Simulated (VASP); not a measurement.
# AlN (Fm-3m) in VASP: notebook

The runs below take AlN through electric field gradients, with PBE.

Everything below comes from runs of VASP 6.6.1. Logs are shortened: lines on timing, memory, paths and dates and some standing lists are left out, and cuts for length are marked.

## (1) The cell of the first run

The structure is cubic, space group Fm-3m (No. 225). Conventional cell: a = 3.982 Å, b = 3.982 Å, c = 3.982 Å, α = 90.00°, β = 90.00°, γ = 90.00°. Al (site symmetry m-3m) has 6 N at 1.99 Å within 2.6 Å. Within 2.6 Å of N (site symmetry m-3m) lie 6 Al at 1.99 Å.

## (2) Electric field gradients, PBE (volume scaled by 1.02)

File INCAR:

```
SYSTEM = AlN
PREC     = Accurate       ! precision mode
ENCUT    = 520            ! plane-wave cutoff, eV
EDIFF    = 1E-8           ! SCF threshold, eV
ISMEAR   = -1             ! smearing method
SIGMA    = 0.02           ! smearing width, eV
LREAL    = .False.        ! projectors in reciprocal space
LASPH    = .True.         ! aspherical terms in the spheres
NELM     = 100            ! most SCF steps
ALGO     = Normal         ! electronic algorithm
ISIF     = 2              ! what is computed and relaxed
LWAVE    = .False.        ! write WAVECAR
LCHARG   = .False.        ! write CHGCAR
GGA      = PE             ! functional
LEFG     = .True.       
NBANDS   = 11             ! bands
```

File KPOINTS:

```
Automatic mesh
0
Gamma
  10 10 10
  0 0 0
```

File POSCAR:

```
AlN
1.0
    0.0000000000      1.9910997195      1.9910997195
    1.9910997195      0.0000000000      1.9910997195
    1.9910997195      1.9910997195      0.0000000000
Al N
1 1
Direct
    0.0000000000      0.0000000000      0.0000000000
    0.5000000000      0.5000000000      0.5000000000
```

Potentials or basis: VASP PAW PBE potentials, release 64 (Al, N).

The run is started by

```console
> cat potpaw_PBE.64/Al/POTCAR potpaw_PBE.64/N/POTCAR > POTCAR
> mpirun -np 1 vasp_std > vasp.out
```

OUTCAR:

```text
SYSTEM = AlN
   PREC = Accurate
   ENCUT = 520
   EDIFF = 1E-8
   ISMEAR = -1
   LREAL = .False.
   LASPH = .True.
   NELM = 100
   ISIF = 2
   GGA = PE

 ion  position               nearest neighbor table
   1  0.000  0.000  0.000-   2 1.99   2 1.99   2 1.99   2 1.99   2 1.99   2 1.99
   2  0.500  0.500  0.500-   1 1.99   1 1.99   1 1.99   1 1.99   1 1.99   1 1.99

  LATTYP: Found a face centered cubic cell.
 ALAT       =     3.9821994390

  Lattice vectors:

 A1 = (   0.0000000000,   1.9910997195,   1.9910997195)
 A2 = (   1.9910997195,   0.0000000000,   1.9910997195)
 A3 = (   1.9910997195,   1.9910997195,   0.0000000000)

Analysis of symmetry for initial positions (statically):
=====================================================================
 Subroutine PRICEL returns:
 Original cell was already a primitive cell.

 Routine SETGRP: Setting up the symmetry group for a
 face centered cubic supercell.

 Subroutine GETGRP returns: Found 48 space group operations
[... 9 lines left out ...]

 Routine SETGRP: Setting up the symmetry group for a
 face centered cubic supercell.

 Subroutine GETGRP returns: Found 48 space group operations
[... 11 lines left out ...]
                                     Primitive cell

  volume of cell :      15.7873

  direct lattice vectors                    reciprocal lattice vectors
     0.000000000  1.991099719  1.991099719    -0.251117508  0.251117508  0.251117508
     1.991099719  0.000000000  1.991099719     0.251117508 -0.251117508  0.251117508
     1.991099719  1.991099719  0.000000000     0.251117508  0.251117508 -0.251117508

  length of vectors
     2.815840227  2.815840227  2.815840227     0.434948283  0.434948283  0.434948283

  position of ions in fractional coordinates (direct lattice)
     0.000000000  0.000000000  0.000000000
     0.500000000  0.500000000  0.500000000

  ion indices of the primitive-cell ions
   primitive index   ion index
                 1           1
                 2           2

----------------------------------------------------------------------------------------

 KPOINTS: Automatic mesh

Automatic generation of k-mesh.
 Grid dimensions read from file:
 generate k-points for:   10   10   10

 Generating k-lattice:

  Cartesian coordinates                     Fractional coordinates (reciprocal lattice)
    -0.025111751  0.025111751  0.025111751     0.100000000  0.000000000  0.000000000
     0.025111751 -0.025111751  0.025111751     0.000000000  0.100000000  0.000000000
     0.025111751  0.025111751 -0.025111751     0.000000000  0.000000000  0.100000000

  Length of vectors
     0.043494828  0.043494828  0.043494828

  Shift w.r.t. Gamma in fractional coordinates (k-lattice)
     0.000000000  0.000000000  0.000000000

 Subroutine IBZKPT returns following result:
 ===========================================

 Found     47 irreducible k-points:

 Following reciprocal coordinates:
            Coordinates               Weight
  0.000000  0.000000  0.000000      1.000000
  0.100000  0.000000  0.000000      8.000000
  0.200000  0.000000  0.000000      8.000000
  0.300000  0.000000  0.000000      8.000000
  0.400000  0.000000  0.000000      8.000000
  0.500000  0.000000  0.000000      4.000000
[... 16 lines left out ...]
  0.300000  0.300000  0.000000      6.000000
  0.400000  0.300000  0.000000     24.000000
 [... further k-points ...]
   k-points           NKPTS =     47   k-points in BZ     NKDIM =     47   number of bands    NBANDS=     11
   number of dos      NEDOS =    301   number of ions     NIONS =      2
   total plane-waves  NPLWV =  13824
   dimension x,y,z NGX =    24 NGY =   24 NGZ =   24
   dimension x,y,z NGXF=    48 NGYF=   48 NGZF=   48
   ions per type =               1   1
   NGX,Y,Z   is equivalent  to a cutoff of  14.17, 14.17, 14.17 a.u.
   NGXF,Y,Z  is equivalent  to a cutoff of  28.34, 28.34, 28.34 a.u.
 SYSTEM =  AlN
   PREC   = accura    normal or accurate (medium, high low for compatibility)
   ISTART =      0    job   : 0-new  1-cont  2-samecut
   ICHARG =      2    charge: 1-file 2-atom 10-const
   ISPIN  =      1    spin polarized calculation?
   LNONCOLLINEAR =      F non collinear calculations
   LSORBIT =      F    spin-orbit coupling
   LASPH  =      T    aspherical Exc in radial PAW
   ENCUT  =  520.0 eV  38.22 Ry    6.18 a.u.   5.24  5.24  5.24*2*pi/ulx,y,z
   NELM   =    100;   NELMIN=  2; NELMDL= -5     # of ELM steps
   EDIFF  = 0.1E-07   stopping-criterion for ELM
   LREAL  =      F    real-space projection
   EDIFFG = 0.1E-06   stopping-criterion for IOM
   NSW    =      0    number of steps for IOM
   IBRION =     -1    ionic relax: 0-MD 1-quasi-New 2-CG
   NFREE  =      0    steps in history (QN), initial steepest desc. (CG)
   ISIF   =      2    stress and relaxation
   ISYM   =      2    0-nonsym 1-usesym 2-fastsym
   POTIM  = 0.5000    time-step for ionic-motion
   TEBEG  =    0.0;   TEEND  =   0.0 temperature during run
   PSTRESS=    0.0 pullay stress
   NELECT =       8.0000    total number of electrons
   NUPDOWN=      -1.0000    fix difference up-down
   EMIN   =  10.00;   EMAX   =-10.00  energy-range for DOS
   EFERMI =   0.00;   METHOD = LEGACY
   ISMEAR =    -1;   SIGMA  =   0.02  broadening in eV -4-tet -1-fermi 0-gaus
   EFERMI_NEDOS =   21; number of points for ismear=-14 and -15
   IALGO  =     38    algorithm
   IMIX   =      4    mixing-type and parameters
     AMIX     =   0.40;   BMIX     =  1.00
     AMIX_MAG =   1.60;   BMIX_MAG =  1.00
  volume/ion in A,a.u.               =       7.89        53.27
  Fermi-wavevector in a.u.,A,eV,Ry     =   1.305174  2.466422 23.177249  1.703480
  Thomas-Fermi vector in A             =   2.436061
   LORBIT       =      0    0 simple, 1 ext, 2 COOP (PROOUT), +10 PAW based schemes
   GGA     = PE    functional components
   LHFCALC =     F    Hartree Fock is set to
   AEXX    =    0.0000 exact exchange contribution
   IVDW    =     0    specifies the selected vdW correction
   LEPSILON=     F    determine dielectric tensor
   LRPA    =     F    only Hartree local field effects (RPA)
 non-spin polarized calculation
  energy-cutoff  :      520.00
  volume of cell :       15.79
 maximum number of plane-waves:       444
 NGX is ok and might be reduce to    24
   NGX = 11   NGY = 11   NGZ = 11

 number of electron       7.9999999 magnetization

 Free energy of the ion-electron system (eV)
  ---------------------------------------------------
  ext. energy  EPLUGINS =         0.00000000
  ---------------------------------------------------
  free energy    TOTEN  =       -14.48713284 eV

  energy without entropy =      -14.48713284  energy(sigma->0) =      -14.48713284

 E-fermi :  10.9347     XC(G=0): -12.5008

 val. band max:       10.5666238446   @ k =   0.0000   0.0000   0.0000
 cond. band min:      15.6221924852   @ k =   0.5000   0.5000   0.0000
 fundamental gap:      5.0555686405
 Fermi energy:        10.9347434948

 k-point     1 :       0.0000    0.0000    0.0000
  band No.  band energies     occupation
      1      -7.4079      2.00000
      2      10.5666      2.00000
      3      10.5666      2.00000
      4      10.5666      2.00000
      5      16.9202      0.00000
      6      22.8806      0.00000
      7      22.8806      0.00000
      8      22.8806      0.00000
      9      28.1465      0.00000
     10      28.6952      0.00000
     11      28.6952      0.00000

 k-point     2 :       0.1000    0.0000    0.0000
  band No.  band energies     occupation
      1      -7.1936      2.00000
      2       9.5441      2.00000
      3      10.4339      2.00000
      4      10.4339      2.00000
      5      17.5145      0.00000
      6      21.9841      0.00000
      7      23.2040      0.00000
      8      23.2040      0.00000
      9      27.2422      0.00000
     10      27.2422      0.00000
     11      29.4149      0.00000

 k-point     3 :       0.2000    0.0000    0.0000
  band No.  band energies     occupation
      1      -6.5696      2.00000
      2       7.3452      2.00000
      3      10.1127      2.00000
      4      10.1127      2.00000
      5      18.0161      0.00000
      6      21.6353      0.00000
      7      23.4885      0.00000
      8      23.4885      0.00000
      9      26.6020      0.00000
     10      26.6020      0.00000
     11      28.8588      0.00000
[... 267 lines left out ...]
 k-point    23 :       0.3000    0.3000    0.0000
  band No.  band energies     occupation
      1      -5.0443      2.00000
      2       5.6230      2.00000
      3       8.4517      2.00000
      4       8.4517      2.00000
      5      17.2358      0.00000
      6      17.9427      0.00000
      7      22.8724      0.00000
      8      26.7627      0.00000
      9      26.7627      0.00000
     10      31.5390      0.00000
     11      35.4082      0.00000

 k-point    24 :       0.4000    0.3000    0.0000
  band No.  band energies     occupation
      1      -4.2420      2.00000
      2       4.5311      2.00000
      3       7.6426      2.00000
      4       8.1827      2.00000
      5      16.9515      0.00000
      6      17.7160      0.00000
      7      23.3118      0.00000
      8      26.7521      0.00000
      9      27.5750      0.00000
     10      32.9131      0.00000
     11      36.0675      0.00000

 [... further k-points ...]
[... 5 lines left out ...]
  --------------------------------------------------------------------------------------
  -------------------------------------------------------------------------------------
  Total        1.8300587      1.8300587      1.8300587     -0.0000000      0.0000000     -0.0000000
  in kB      185.7233759    185.7233759    185.7233759     -0.0000000      0.0000000     -0.0000000
  external PRESSURE =     185.7233759 kB  Pullay stress =       0.0000000 kB

 VOLUME and BASIS-vectors are now :
 -----------------------------------------------------------------------------
  energy-cutoff  :      520.00
  volume of cell :       15.79
      direct lattice vectors                 reciprocal lattice vectors
     0.000000000  1.991099719  1.991099719    -0.251117508  0.251117508  0.251117508
     1.991099719  0.000000000  1.991099719     0.251117508 -0.251117508  0.251117508
     1.991099719  1.991099719  0.000000000     0.251117508  0.251117508 -0.251117508

 POSITION                                       TOTAL-FORCE (eV/Angst)
 -----------------------------------------------------------------------------------
      0.00000      0.00000      0.00000         0.000000     -0.000000     -0.000000
      1.99110      1.99110      1.99110        -0.000000      0.000000      0.000000
 -----------------------------------------------------------------------------------
    total drift:                               -0.000000     -0.000000      0.000000

  FREE ENERGIE OF THE ION-ELECTRON SYSTEM (eV)
  ---------------------------------------------------
  free  energy   TOTEN  =       -14.4871328385 eV

  energy  without entropy=      -14.4871328385  energy(sigma->0) =      -14.48713284

 Electric field gradients (V/A^2)
---------------------------------------------------------------------
 ion       V_xx      V_yy      V_zz      V_xy      V_xz      V_yz
---------------------------------------------------------------------
   1      -0.000    -0.000     0.000     0.000     0.000     0.000
   2       0.000     0.000     0.000     0.000     0.000     0.000
---------------------------------------------------------------------

 Electric field gradients after diagonalization (V/A^2)
 (convention: |V_zz| > |V_xx| > |V_yy|)
----------------------------------------------------------------------
 ion       V_xx      V_yy      V_zz     asymmetry (V_yy - V_xx)/ V_zz
----------------------------------------------------------------------
   1      -0.000    -0.000     0.000       0.000
   2      -0.000    -0.000     0.000       0.000
----------------------------------------------------------------------

           NMR quadrupolar parameters

 Cq : quadrupolar parameter    Cq=e*Q*V_zz/h
 eta: asymmetry parameters     (V_yy - V_xx)/ V_zz
 Q  : nuclear electric quadrupole moment in mb (millibarn)
----------------------------------------------------------------------
 ion       Cq(MHz)       eta       Q (mb)
----------------------------------------------------------------------
   1       0.000       0.000       1.000
   2       0.000       0.000       1.000
----------------------------------------------------------------------
```

Run time: 5.3 s. Hardware: 1 thread of Intel Xeon Platinum 8488C (Sapphire Rapids), shared host; peak memory 0.13 GiB.

Results:

| Property | Result |
| --- | --- |
| Free energy | -14.4871 eV |
| Pressure | 18.6 GPa |
| Band gap on the k mesh | 5.06 eV, indirect (least direct gap 6.35 eV) |

Levels at points of the mesh, in eV from the valence-band top:
```tsv
k point	band 2	band 3	band 4	band 5	band 6	band 7
(0.00, 0.00, 0.00)	0.00	0.00	0.00	6.35	12.31	12.31
(0.50, 0.00, 0.00)	-8.60	-1.16	-1.16	6.43	11.38	11.38
(0.50, 0.50, 0.00)	-7.69	-2.92	-2.92	5.06	5.22	14.62
```

Caveat: without QUAD_EFG the Cq values of the log hold for a quadrupole moment of 1 mb, not for the nuclei. A k mesh can miss the band edges.

## (3) Electric field gradients, PBE (volume scaled by 1.06)

File INCAR:

```
SYSTEM = AlN
PREC = Accurate ; ENCUT = 520
EDIFF = 1E-8 ; ISMEAR = -1
SIGMA = 0.02 ; LREAL = .FALSE.
LASPH = .TRUE. ; NELM = 80
ALGO = Normal ; ISIF = 2
LWAVE = .FALSE. ; LCHARG = .FALSE.
GGA = PE ; LEFG = .TRUE.
NBANDS = 11
```

File KPOINTS:

```
regular mesh
0
G
  10 10 10
  0 0 0
```

File POSCAR:

```
AlN
1.0
    0.0000000000      2.0167941628      2.0167941628
    2.0167941628      0.0000000000      2.0167941628
    2.0167941628      2.0167941628      0.0000000000
Al N
1 1
Direct
    0.0000000000      0.0000000000      0.0000000000
    0.5000000000      0.5000000000      0.5000000000
```

Potentials or basis: VASP PAW PBE potentials, release 64 (Al, N).

The run is started by

```console
> cat potpaw_PBE.64/Al/POTCAR potpaw_PBE.64/N/POTCAR > POTCAR
> mpirun -np 1 vasp_std > vasp.out
```

OUTCAR:

```text
SYSTEM = AlN
   PREC = Accurate
   ENCUT = 520
   EDIFF = 1E-8
   ISMEAR = -1
   LREAL = .FALSE.
   LASPH = .TRUE.
   NELM = 80
   ISIF = 2
   GGA = PE

 ion  position               nearest neighbor table
   1  0.000  0.000  0.000-   2 2.02   2 2.02   2 2.02   2 2.02   2 2.02   2 2.02
   2  0.500  0.500  0.500-   1 2.02   1 2.02   1 2.02   1 2.02   1 2.02   1 2.02

  LATTYP: Found a face centered cubic cell.
 ALAT       =     4.0335883256

  Lattice vectors:

 A1 = (   0.0000000000,   2.0167941628,   2.0167941628)
[... 549 lines left out ...]
  ---------------------------------------------------
  free  energy   TOTEN  =       -14.5362746196 eV

  energy  without entropy=      -14.5362746196  energy(sigma->0) =      -14.53627462

 Electric field gradients (V/A^2)
---------------------------------------------------------------------
 ion       V_xx      V_yy      V_zz      V_xy      V_xz      V_yz
---------------------------------------------------------------------
   1      -0.000    -0.000     0.000     0.000     0.000     0.000
   2      -0.000     0.000    -0.000    -0.000    -0.000    -0.000
---------------------------------------------------------------------

 Electric field gradients after diagonalization (V/A^2)
 (convention: |V_zz| > |V_xx| > |V_yy|)
----------------------------------------------------------------------
 ion       V_xx      V_yy      V_zz     asymmetry (V_yy - V_xx)/ V_zz
----------------------------------------------------------------------
   1      -0.000    -0.000     0.000       0.000
   2       0.000     0.000    -0.000       0.000
----------------------------------------------------------------------

           NMR quadrupolar parameters

 Cq : quadrupolar parameter    Cq=e*Q*V_zz/h
 eta: asymmetry parameters     (V_yy - V_xx)/ V_zz
 Q  : nuclear electric quadrupole moment in mb (millibarn)
----------------------------------------------------------------------
 ion       Cq(MHz)       eta       Q (mb)
----------------------------------------------------------------------
   1       0.000       0.000       1.000
   2      -0.000       0.000       1.000
----------------------------------------------------------------------
```

Run time: 5.5 s. Hardware: 1 thread of Intel Xeon Platinum 8488C (Sapphire Rapids), shared host; peak memory 0.13 GiB.

What came out:

| Property | Result |
| --- | --- |
| Free energy | -14.5363 eV |
| Pressure | 7.0 GPa |
| Band gap on the k mesh | 4.68 eV, indirect (least direct gap 5.78 eV) |

Caveat: without QUAD_EFG the Cq values of the log hold for a quadrupole moment of 1 mb, not for the nuclei.
